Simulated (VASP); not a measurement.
# LiF (P1) in VASP: a series of runs, part 2 of 2

VASP 6.6.1.

## 4. Single point, PBE

Contents of INCAR:

```
PREC     = Accurate       # precision mode
ENCUT    = 520            # plane-wave cutoff, eV
EDIFF    = 1E-6           # SCF threshold, eV
ISMEAR   = -1             # smearing method
SIGMA    = 0.1034         # smearing width, eV
LREAL    = Auto         
LASPH    = T              # aspherical terms in the spheres
NELM     = 100            # most SCF steps
ALGO     = Normal         # electronic algorithm
ISIF     = 2              # what is computed and relaxed
LWAVE    = F              # write WAVECAR
LCHARG   = F              # write CHGCAR
GGA      = PE             # functional
NBANDS   = 54             # bands
```

Contents of KPOINTS:

```
Automatic mesh
0
Gamma
  2 2 2
  0.5 0.5 0.5
```

Contents of POSCAR:

```
LiF
1.0
    1.5506099803     -2.6857352686     -4.8705860953
    1.5506099803     -2.6857352686      4.8705860953
   -6.2024399212      0.0000000001      0.0000000000
Li F
8 8
Direct
    0.9758900427      0.3533507957      0.2989552714
    0.4964560809      0.8771837723      0.3757507844
    1.0047046253      0.3359863363      0.8412803432
    0.4217217087      0.8673465180      0.8538514077
    0.8693329994      0.7420577623      0.1737015773
    0.3973411547      0.2981853262      0.1646292936
    0.9115694858      0.8348167105      0.7368775713
    0.4545979881      0.3033088033      0.6366318554
    0.6679693854      0.6838637764      0.3568158693
    0.1615844773      0.1607369407      0.2795506010
    0.6524744939      0.6680149235      0.8533970722
    0.2224179512      0.1570516905      0.8008031479
    0.0817864603      0.5830854728      0.1774978991
    0.5592562824      0.0675255228      0.1593671418
    0.0521062939      0.5582353206      0.6812033414
    0.6064889490      0.0648549549      0.6615284646
```

Potentials or basis: VASP PAW PBE potentials, release 64 (Li_sv, F).

Command:

```sh
$ cat potpaw_PBE.64/Li_sv/POTCAR potpaw_PBE.64/F/POTCAR > POTCAR
$ mpirun -np 1 vasp_std > vasp.out
```

OUTCAR:

```text
PREC = Accurate
   ENCUT = 520
   EDIFF = 1E-6
   ISMEAR = -1
   LREAL = Auto
   LASPH = T
   NELM = 100
   ISIF = 2
   GGA = PE

 ion  position               nearest neighbor table
   1  0.976  0.353  0.299-  13 1.67  10 1.85  14 2.00  15 2.17
   2  0.496  0.877  0.376-  16 1.58   9 1.78  14 1.96  13 2.00
   3  0.005  0.336  0.841-  15 1.80  16 1.90  12 1.96  13 1.99   7 2.56
   4  0.422  0.867  0.854-  14 1.67  15 1.85  16 2.06  11 2.10
   5  0.869  0.742  0.174-  13 1.82   9 1.83  11 1.86  10 2.06
   6  0.397  0.298  0.165-  10 1.70   9 1.86  14 1.92  12 1.97
   7  0.912  0.835  0.737-  12 1.80  11 1.85  15 2.07   9 2.09   3 2.56
[... 436 lines left out ...]
  Total        3.9531085      3.2453178      1.5032442      0.1511090     -1.4047763     -0.6311264
  in kB       39.0312381     32.0428275     14.8423656      1.4919833    -13.8701377     -6.2314620
  external PRESSURE =      28.6388104 kB  Pullay stress =       0.0000000 kB

 VOLUME and BASIS-vectors are now :
 -----------------------------------------------------------------------------
  energy-cutoff  :      520.00
  volume of cell :      162.27
      direct lattice vectors                 reciprocal lattice vectors
     1.550609980 -2.685735269 -4.870586095    -0.000000000 -0.186168758 -0.102657050
     1.550609980 -2.685735269  4.870586095    -0.000000000 -0.186168758  0.102657050
    -6.202439921  0.000000000  0.000000000    -0.161226874 -0.093084379  0.000000000

 POSITION                                       TOTAL-FORCE (eV/Angst)
 -----------------------------------------------------------------------------------
      0.20688     -3.56999     -3.03213        -1.455137      0.747704     -0.154486
     -0.20059     -3.68923      1.85437         2.107523      1.203993     -0.213890
     -4.68971     -0.91501      1.61354         0.212880     -0.168573      0.343698
     -3.29712     -3.46210      2.17045         1.093095      0.395304     -0.522741
      1.42126     -4.32777     -0.61991         0.235009     -0.464507      0.392515
      0.05739     -1.86800     -0.48295         0.555802     -0.445180     -0.595176
[... 8 lines left out ...]
     -3.27872     -1.63922      2.46514         0.452293     -0.143842      0.222896
     -3.06210     -1.80305     -2.63808        -1.995165     -1.209979      0.616929
 -----------------------------------------------------------------------------------
    total drift:                                0.002877     -0.001610     -0.002720

  FREE ENERGIE OF THE ION-ELECTRON SYSTEM (eV)
  ---------------------------------------------------
  free  energy   TOTEN  =       -75.6816412542 eV

  energy  without entropy=      -75.6816412541  energy(sigma->0) =      -75.68164125
```

It took 66 s on 1 thread of Intel Xeon Platinum 8559C (Emerald Rapids), shared host; peak memory 0.3 GiB.

What came out:

- Free energy: -75.6816 eV
- Largest force: 2.437 eV/Å
- Band gap on the k mesh: 8.21 eV (least direct gap 8.24 eV)

Forces on the atoms (eV/Å):
```
Li  -1.455  0.748 -0.154
Li   2.108  1.204 -0.214
Li   0.213 -0.169  0.344
Li   1.093  0.395 -0.523
Li   0.235 -0.465  0.393
Li   0.556 -0.445 -0.595
Li   0.454  0.784 -0.472
Li  -0.209  0.561  0.064
F   -0.081  0.117 -0.566
F   -0.915  0.374  0.106
F    0.178 -0.286  0.164
F   -0.574 -0.060  0.505
F    0.827 -0.401 -0.077
F   -0.885 -1.004  0.186
F    0.452 -0.144  0.223
F   -1.995 -1.210  0.617
```

Caveat: the k points lie up to 0.67 Å⁻¹ apart; the cutoff is under 1.25 times the usual one of these potentials, so pressure, stress and relaxed cells hold a basis-set (Pulay) error; the atoms stand as in a frame of molecular dynamics; a shifted mesh leaves out Γ, where band edges can lie; forces of over 1 eV/Å act on the atoms, so gaps and moduli don't describe the material at rest. A k mesh can miss the band edges.

## 5. Single point, PBE

Contents of INCAR:

```
SYSTEM = LiF
PREC = Accurate
ENCUT = 520
EDIFF = 1E-7
ISMEAR = -1
SIGMA = 0.1034
LREAL = Auto
LASPH = .TRUE.
NELM = 100
ALGO = Normal
ISIF = 2
LWAVE = .FALSE.
LCHARG = .FALSE.
GGA = PE
NBANDS = 54
```

KPOINTS is that of step 4.

Contents of POSCAR:

```
LiF
1.0
    1.5506099803     -2.6857352686     -4.8705860953
    1.5506099803     -2.6857352686      4.8705860953
   -6.2024399212      0.0000000001      0.0000000000
Li F
8 8
Direct
    0.9509526748      0.3390799060      0.3688797350
    0.4491878207      0.8244354735      0.2845660762
    0.9929333261      0.3819456663      0.8361472506
    0.4594154433      0.8497329457      0.8056020890
    0.9041914752      0.8164472095      0.1746629602
    0.4273898470      0.2731248396      0.1489086676
    0.8223036001      0.7663343606      0.6308020596
    0.3766805602      0.2598151586      0.6510108385
    0.6811110197      0.6715528271      0.3278651767
    0.1708394466      0.1631648056      0.3175150992
    0.6584325390      0.6836919221      0.8454967159
    0.1784235232      0.1342528637      0.8341828687
    0.0977833945      0.5713212716      0.1791545565
    0.5895397433      0.0774820667      0.1889096373
    0.0778389019      0.5949407354      0.6563753736
    0.6043830132      0.0839733642      0.6868181430
```

Potentials or basis: VASP PAW PBE potentials, release 64 (Li_sv, F).

Command:

```sh
$ cat potpaw_PBE.64/Li_sv/POTCAR potpaw_PBE.64/F/POTCAR > POTCAR
$ mpirun -np 1 vasp_std > vasp.out
```

OUTCAR:

```text
SYSTEM = LiF
   PREC = Accurate
   ENCUT = 520
   EDIFF = 1E-7
   ISMEAR = -1
   LREAL = Auto
   LASPH = .TRUE.
   NELM = 100
   ISIF = 2
   GGA = PE

 ion  position               nearest neighbor table
   1  0.951  0.339  0.369-  15 1.69  14 1.75  10 1.97  13 2.08
   2  0.449  0.824  0.285-  14 1.69  13 1.72   9 1.89  16 2.22
   3  0.993  0.382  0.836-  15 1.88  13 1.89  16 1.90  12 2.12
   4  0.459  0.850  0.806-  16 1.73  11 1.79  15 1.82  14 2.11
   5  0.904  0.816  0.175-  10 1.69   9 1.85  11 1.86  13 2.14
   6  0.427  0.273  0.149-  14 1.77  12 1.79   9 1.89  10 2.02
[... 437 lines left out ...]
  Total        3.8208440      5.1502173      1.1026762      0.4743744     -0.2350643      0.7728806
  in kB       37.7253174     50.8509589     10.8873354      4.6837619     -2.3209210      7.6310796
  external PRESSURE =      33.1545373 kB  Pullay stress =       0.0000000 kB

 VOLUME and BASIS-vectors are now :
 -----------------------------------------------------------------------------
  energy-cutoff  :      520.00
  volume of cell :      162.27
      direct lattice vectors                 reciprocal lattice vectors
     1.550609980 -2.685735269 -4.870586095    -0.000000000 -0.186168758 -0.102657050
     1.550609980 -2.685735269  4.870586095    -0.000000000 -0.186168758  0.102657050
    -6.202439921  0.000000000  0.000000000    -0.161226874 -0.093084379  0.000000000

 POSITION                                       TOTAL-FORCE (eV/Angst)
 -----------------------------------------------------------------------------------
     -0.28762     -3.46469     -2.98018         1.396429     -0.327967     -0.476627
      0.20989     -3.42062      1.82768        -0.989864     -0.173260     -0.303017
     -3.05425     -3.69256     -2.97587        -0.507774      0.338816     -0.122138
     -2.96672     -3.51603      1.90107        -0.583132     -0.055144      0.296737
      1.58470     -4.62118     -0.42737         0.144411      0.895494     -0.633901
      0.16263     -1.88140     -0.75136        -0.336294      0.211441      0.618342
[... 8 lines left out ...]
     -3.02791     -1.80691      2.51859        -0.968468      0.034473      0.053913
     -3.19258     -1.84874     -2.53470         0.952506     -0.355725      0.264451
 -----------------------------------------------------------------------------------
    total drift:                                0.001272     -0.019033      0.000307

  FREE ENERGIE OF THE ION-ELECTRON SYSTEM (eV)
  ---------------------------------------------------
  free  energy   TOTEN  =       -75.9295932916 eV

  energy  without entropy=      -75.9295932914  energy(sigma->0) =      -75.92959329
```

OSZICAR:

```text
N       E                     dE             d eps       ncg     rms          rms(c)
DAV:   1     0.776216238402E+03    0.77622E+03   -0.40122E+04   432   0.163E+03
DAV:   2     0.626044767279E+00   -0.77559E+03   -0.73184E+03   472   0.443E+02
DAV:   3    -0.723094624481E+02   -0.72936E+02   -0.72557E+02   570   0.125E+02
DAV:   4    -0.809766321655E+02   -0.86672E+01   -0.85991E+01   800   0.375E+01
DAV:   5    -0.819110266112E+02   -0.93439E+00   -0.93387E+00   552   0.764E+00    0.150E+01
DAV:   6    -0.755781974551E+02    0.63328E+01   -0.22999E+01   480   0.223E+01    0.472E+00
DAV:   7    -0.757763741922E+02   -0.19818E+00   -0.19292E+00   648   0.441E+00    0.321E+00
DAV:   8    -0.759095888145E+02   -0.13321E+00   -0.30423E-01   488   0.353E+00    0.786E-01
DAV:   9    -0.759242007139E+02   -0.14612E-01   -0.89992E-02   520   0.132E+00    0.192E-01
DAV:  10    -0.759291807177E+02   -0.49800E-02   -0.86788E-03   616   0.369E-01    0.691E-02
DAV:  11    -0.759295832657E+02   -0.40255E-03   -0.54186E-04   512   0.128E-01    0.299E-02
DAV:  12    -0.759295881019E+02   -0.48362E-05   -0.61996E-05   544   0.395E-02    0.108E-02
DAV:  13    -0.759295927324E+02   -0.46305E-05   -0.15485E-05   632   0.194E-02    0.338E-03
DAV:  14    -0.759295928067E+02   -0.74298E-07   -0.24318E-06   592   0.870E-03    0.195E-03
DAV:  15    -0.759295930044E+02   -0.19774E-06   -0.34224E-07   392   0.322E-03    0.116E-03
DAV:  16    -0.759295932197E+02   -0.21526E-06   -0.66674E-08   328   0.189E-03    0.378E-04
DAV:  17    -0.759295932916E+02   -0.71961E-07   -0.35337E-08   288   0.977E-04
   1 F= -.75929593E+02 E0= -.75929593E+02  d E =-.258687E-09
```

Wall time 96 s (1 thread of Intel Xeon Platinum 8559C (Emerald Rapids), shared host); peak memory 0.29 GiB.

What came out:

```yaml
Free_energy: -75.9296 eV
Largest_force: 1.750 eV/Å
Band_gap_on_the_k_mesh: 8.19 eV (least direct gap 8.23 eV)
```

Forces in eV/Å, atoms in the order of the input:
```
Li   1.396 -0.328 -0.477
Li  -0.990 -0.173 -0.303
Li  -0.508  0.339 -0.122
Li  -0.583 -0.055  0.297
Li   0.144  0.895 -0.634
Li  -0.336  0.211  0.618
Li  -1.286 -1.060 -0.533
Li  -0.178 -0.242 -0.346
F    0.947  0.620  0.266
F   -0.429 -0.947  0.189
F    0.203  0.576 -0.526
F    0.667 -0.081  0.699
F    0.202  0.560  0.543
F    0.767  0.006  0.011
F   -0.968  0.034  0.054
F    0.953 -0.356  0.264
```

Caveat: the k points lie up to 0.67 Å⁻¹ apart; the cutoff is under 1.25 times the usual one of these potentials, so pressure, stress and relaxed cells hold a basis-set (Pulay) error; the atoms stand as in a frame of molecular dynamics; a shifted mesh leaves out Γ, where band edges can lie; forces of over 1 eV/Å act on the atoms, so gaps and moduli don't describe the material at rest.

## 6. Summary

```csv
cell,k mesh,gap on the mesh (eV),largest force (eV/Å)
"as given, atomic positions A",6 × 6 × 6,7.32,1.75
"as given, atomic positions B","2 × 2 × 2, shifted",8.07,1.26
"as given, atomic positions C","2 × 2 × 2, shifted",8.21,2.44
"as given, atomic positions A","2 × 2 × 2, shifted",8.19,1.75
```

Alike in all rows: task single point; level PBE; potentials or basis VASP PAW PBE potentials, release 64 (Li_sv, F); no spin polarisation; cutoff (eV) 520; smearing fermi-dirac 0.1034 eV.

Caveats: some runs use coarse meshes; the cutoff is under 1.25 times the usual one of these potentials, so pressure, stress and relaxed cells hold a basis-set (Pulay) error; the atoms stand as in a frame of molecular dynamics; forces of over 1 eV/Å act on the atoms, so gaps and moduli don't describe the material at rest; a shifted mesh leaves out Γ, where band edges can lie (at least some runs).

Total energies depend on the potentials used, so only differences within one code and one set of settings carry meaning.
